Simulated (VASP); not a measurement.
# Sn (I4_1/amd) in VASP: relaxation of cell and atoms with PBE+D3(BJ)

Aim: the relaxation of cell and atoms of Sn with PBE+D3(BJ).

Everything below comes from runs of VASP 6.6.1. Logs are shortened: lines on timing, memory, paths and dates and some standing lists are left out, and cuts for length are marked.

## (1) The cell of the first run

It takes space group I4_1/amd (No. 141, tetragonal). The conventional cell has a = 5.946 Å, b = 5.946 Å, c = 3.214 Å, α = 90.00°, β = 90.00°, γ = 90.00°. Sn (site symmetry -4m2) has 10 Sn at 3.08 to 3.83 Å within 4.1 Å.

## (2) Relaxation of cell and atoms, PBE+D3(BJ)

INCAR

```
SYSTEM = Sn
PREC = Accurate
ENCUT = 600
EDIFF = 1E-6
ISMEAR = 0
SIGMA = 0.1
LREAL = .FALSE.
LASPH = .TRUE.
NELM = 100
ALGO = Normal
ISIF = 3
LWAVE = .FALSE.
LCHARG = .FALSE.
GGA = PE
IVDW = 12
IBRION = 2
NSW = 70
EDIFFG = -0.005
```

KPOINTS

```
Automatic mesh
0
G
  16 16 16
  0 0 0
```

POSCAR

```
Sn
1.0
   -2.9729538814      2.9729538814      1.6068815736
    2.9729538814     -2.9729538814      1.6068815736
    2.9729538814      2.9729538814     -1.6068815736
Sn
2
Direct
    0.0000000000      0.0000000000      0.0000000000
    0.7500000000      0.2500000000      0.5000000000
```

Potentials or basis: VASP PAW PBE potentials, release 64 (Sn_d).

Command:

```bash
$ cat potpaw_PBE.64/Sn_d/POTCAR > POTCAR
$ mpirun -np 1 vasp_std > vasp.out
```

OUTCAR:

```text
SYSTEM = Sn
   PREC = Accurate
   ENCUT = 600
   EDIFF = 1E-6
   ISMEAR = 0
   LREAL = .FALSE.
   LASPH = .TRUE.
   NELM = 100
   ISIF = 3
   GGA = PE
   IVDW = 12
   IBRION = 2
   NSW = 70
   EDIFFG = -0.005
 IVDW          = 12

 ion  position               nearest neighbor table
   1  0.000  0.000  0.000-   2 3.08   2 3.08   2 3.08   2 3.08
   2  0.750  0.250  0.500-   1 3.08   1 3.08   1 3.08   1 3.08

  LATTYP: Found a body centered tetragonal cell.
 ALAT       =     5.9459077628
 C/A-ratio  =     0.5405000002

  Lattice vectors:

 A1 = (  -2.9729538814,   2.9729538814,   1.6068815736)
 A2 = (   2.9729538814,  -2.9729538814,   1.6068815736)
 A3 = (   2.9729538814,   2.9729538814,  -1.6068815736)

Analysis of symmetry for initial positions (statically):
=====================================================================
 Subroutine PRICEL returns:
 Original cell was already a primitive cell.

 Routine SETGRP: Setting up the symmetry group for a
 body centered tetragonal supercell.

 Subroutine GETGRP returns: Found 16 space group operations
 (whereof  8 operations were pure point group operations)
 out of a pool of 16 trial point group operations.

The static configuration has the point symmetry D_2d.
 The point group associated with its full space group is D_4h.

Analysis of symmetry for dynamics (positions and initial velocities):
=====================================================================
 Subroutine PRICEL returns:
 Original cell was already a primitive cell.

 Routine SETGRP: Setting up the symmetry group for a
 body centered tetragonal supercell.

 Subroutine GETGRP returns: Found 16 space group operations
 (whereof  8 operations were pure point group operations)
 out of a pool of 16 trial point group operations.

The dynamic configuration has the point symmetry D_2d.
 The point group associated with its full space group is D_4h.

 Subroutine INISYM returns: Found 16 space group operations
 (whereof  8 operations are pure point group operations),
 and found     1 'primitive' translations

----------------------------------------------------------------------------------------

                                     Primitive cell

  volume of cell :      56.8094

  direct lattice vectors                    reciprocal lattice vectors
    -2.972953881  2.972953881  1.606881574     0.000000000  0.168182898  0.311161699
     2.972953881 -2.972953881  1.606881574     0.168182898  0.000000000  0.311161699
     2.972953881  2.972953881 -1.606881574     0.168182898  0.168182898  0.000000000

[... 67 lines left out ...]
   total plane-waves  NPLWV =  46656
   dimension x,y,z NGX =    36 NGY =   36 NGZ =   36
   dimension x,y,z NGXF=    72 NGYF=   72 NGZF=   72
   ions per type =               2
   NGX,Y,Z   is equivalent  to a cutoff of  13.30, 13.30, 13.30 a.u.
   NGXF,Y,Z  is equivalent  to a cutoff of  26.59, 26.59, 26.59 a.u.
 SYSTEM =  Sn
   PREC   = accura    normal or accurate (medium, high low for compatibility)
   ISTART =      0    job   : 0-new  1-cont  2-samecut
   ICHARG =      2    charge: 1-file 2-atom 10-const
   ISPIN  =      1    spin polarized calculation?
   LNONCOLLINEAR =      F non collinear calculations
   LSORBIT =      F    spin-orbit coupling
   LASPH  =      T    aspherical Exc in radial PAW
   ENCUT  =  600.0 eV  44.10 Ry    6.64 a.u.   8.99  8.99  8.99*2*pi/ulx,y,z
   NELM   =    100;   NELMIN=  2; NELMDL= -5     # of ELM steps
   EDIFF  = 0.1E-05   stopping-criterion for ELM
   LREAL  =      F    real-space projection
   EDIFFG = -.5E-02   stopping-criterion for IOM
   NSW    =     70    number of steps for IOM
   IBRION =      2    ionic relax: 0-MD 1-quasi-New 2-CG
   NFREE  =      1    steps in history (QN), initial steepest desc. (CG)
   ISIF   =      3    stress and relaxation
   ISYM   =      2    0-nonsym 1-usesym 2-fastsym
   POTIM  = 0.5000    time-step for ionic-motion
   TEBEG  =    0.0;   TEEND  =   0.0 temperature during run
   PSTRESS=    0.0 pullay stress
   NELECT =      28.0000    total number of electrons
   NUPDOWN=      -1.0000    fix difference up-down
   EMIN   =  10.00;   EMAX   =-10.00  energy-range for DOS
   EFERMI =   0.00;   METHOD = LEGACY
   ISMEAR =     0;   SIGMA  =   0.10  broadening in eV -4-tet -1-fermi 0-gaus
   EFERMI_NEDOS =   21; number of points for ismear=-14 and -15
   IALGO  =     38    algorithm
   IMIX   =      4    mixing-type and parameters
     AMIX     =   0.40;   BMIX     =  1.00
     AMIX_MAG =   1.60;   BMIX_MAG =  1.00
  volume/ion in A,a.u.               =      28.40       191.68
  Fermi-wavevector in a.u.,A,eV,Ry     =   1.293165  2.443728 22.752710  1.672277
  Thomas-Fermi vector in A             =   2.424828
   LORBIT       =      0    0 simple, 1 ext, 2 COOP (PROOUT), +10 PAW based schemes
   GGA     = PE    functional components
   LHFCALC =     F    Hartree Fock is set to
   AEXX    =    0.0000 exact exchange contribution
   IVDW    =    12    specifies the selected vdW correction
   LEPSILON=     F    determine dielectric tensor
   LRPA    =     F    only Hartree local field effects (RPA)
 conjugate gradient relaxation of ions
 non-spin polarized calculation
 Gauss-broadening in eV      SIGMA  =   0.10
  energy-cutoff  :      600.00
  volume of cell :       56.81
 maximum number of plane-waves:      1950
   NGX = 17   NGY = 17   NGZ = 17

--------------------------------------- Ionic step        1  -------------------------------------------

 number of electron      27.9999992 magnetization

 Free energy of the ion-electron system (eV)
  ---------------------------------------------------
  ext. energy  EPLUGINS =         0.00000000
  ---------------------------------------------------
  free energy    TOTEN  =        -7.61622051 eV

  energy without entropy =       -7.61136156  energy(sigma->0) =       -7.61379103

------------------------ aborting loop because EDIFF is reached ----------------------------------------

 Edisp (eV)   -0.74457

 E8    (eV) :    -0.3602
[... 311 lines left out ...]
--------------------------------------- Ionic step        9  -------------------------------------------

 number of electron      27.9999997 magnetization

 Free energy of the ion-electron system (eV)
  ---------------------------------------------------
  ext. energy  EPLUGINS =         0.00000000
  ---------------------------------------------------
  free energy    TOTEN  =        -7.59972084 eV

  energy without entropy =       -7.59504778  energy(sigma->0) =       -7.59738431

 E-fermi :   7.9609     XC(G=0): -10.2953

 val. band max:        7.9557275243   @ k =  -0.4375   0.1875   0.0000
 cond. band min:       7.9863089140   @ k =   0.4375   0.3750   0.0000
 fundamental gap:      0.0305813897
 Fermi energy:         7.9609440132

 k-point     1 :       0.0000    0.0000    0.0000
  band No.  band energies     occupation
      1     -13.7023      2.00000
      2     -13.6301      2.00000
      3     -13.5784      2.00000
      4     -13.5763      2.00000
      5     -13.4169      2.00000
      6     -13.4169      2.00000
[... 481 lines left out ...]
      5     -13.4184      2.00000
      6     -13.4153      2.00000
[... 10 lines left out ...]
     17      13.8761      0.00000
     18      14.9810      0.00000

 [... further k-points ...]

------------------------ aborting loop because EDIFF is reached ----------------------------------------

 Edisp (eV)   -0.77758

 E8    (eV) :    -0.3759
[... 25 lines left out ...]
  FREE ENERGIE OF THE ION-ELECTRON SYSTEM (eV)
  ---------------------------------------------------
  free  energy   TOTEN  =        -8.3772964197 eV

  energy  without entropy=       -8.3726233558  energy(sigma->0) =       -8.37495989

 reached required accuracy - stopping structural energy minimisation
```

OSZICAR:

```text
N       E                     dE             d eps       ncg     rms          rms(c)
DAV:   1     0.209963661768E+03    0.20996E+03   -0.16205E+04 12576   0.259E+03
DAV:   2     0.114761109190E+02   -0.19849E+03   -0.19640E+03 12588   0.475E+02
DAV:   3    -0.703433979338E+01   -0.18510E+02   -0.18289E+02 14234   0.145E+02
[... 61 lines left out ...]
DAV:   1    -0.759989502300E+01   -0.49504E-03   -0.45464E-03 14678   0.746E-01    0.665E-02
DAV:   2    -0.759977635855E+01    0.11866E-03   -0.24324E-04 15006   0.276E-01    0.385E-02
DAV:   3    -0.759972275807E+01    0.53600E-04   -0.15217E-04 16076   0.197E-01    0.678E-03
DAV:   4    -0.759972117645E+01    0.15816E-05   -0.22242E-05 14078   0.677E-02    0.311E-03
DAV:   5    -0.759972084313E+01    0.33332E-06   -0.47368E-07  6554   0.156E-02
   9 F= -.83772964E+01 E0= -.83749599E+01  d E =-.491658E-05
```

Run time: 19 min. Hardware: 1 thread of Intel Xeon Platinum 8488C (Sapphire Rapids), shared host; peak memory 0.5 GiB.

Results:

* Free energy: -8.3773 eV
* Relaxed volume: 27.19 Å³/atom
* Relaxed cell: a = 4.438 Å, b = 4.438 Å, c = 4.438 Å, α = 97.30°, β = 97.30°, γ = 138.23°
* Space group after relaxing (to 0.05 Å): I4_1/amd (No. 141)
* Energy gained by relaxing: 8.3 meV/atom
* Ionic steps: 9
* Pressure after relaxing: 0.0 GPa
* Band gap on the k mesh: zero (band 14 reaches 9.55 eV, above the bottom of band 15 at 5.30 eV)
* Dispersion energy per atom: -0.389 eV

Step by step:
```
step  energy change (eV)  largest force (eV/Å)  pressure (GPa)  volume (Å³)
   1              0.0000                0.0000           -2.12        56.81
   2             -0.0153                0.0000            0.67        53.78
   3             -0.0165                0.0000           -0.02        54.41
   4             -0.0165                0.0000            0.06        54.36
   5             -0.0165                0.0000           -0.06        54.44
   6             -0.0165                0.0000           -0.02        54.41
   7             -0.0165                0.0000           -0.02        54.40
   8             -0.0165                0.0000            0.02        54.37
   9             -0.0165                0.0000            0.01        54.39
```

Final structure:
```
Sn
1.0
    -2.93168    2.93168    1.58204
     2.93168   -2.93168    1.58204
     2.93168    2.93168   -1.58204
Sn
2
Direct
  0.00000 0.00000 0.00000
  0.75000 0.25000 0.50000
```

Levels at points of the mesh, in eV from the Fermi level:
```
           k point  band 10  band 11  band 12  band 13  band 14  band 15  band 16  band 17  band 18
(0.00, 0.00, 0.00)   -21.18   -11.13    -3.75    -2.02    -2.02     2.93     6.13     6.13     6.96
(0.50, 0.00, 0.00)   -21.24    -6.87    -5.37    -2.34    -1.74    -1.11     2.25     2.83     4.64
(0.50, 0.50, 0.00)   -21.30    -8.91    -8.91     0.54     0.54     1.49     1.49     6.15     6.15
(0.50, 0.50, 0.50)   -21.36    -7.60    -7.60    -4.81    -4.81     5.20     5.20     9.24     9.24
```

Caveat: spin-orbit coupling is left out, which moves the levels of the heavy elements; pairwise dispersion overbinds metals, which lowers pressure and volume.
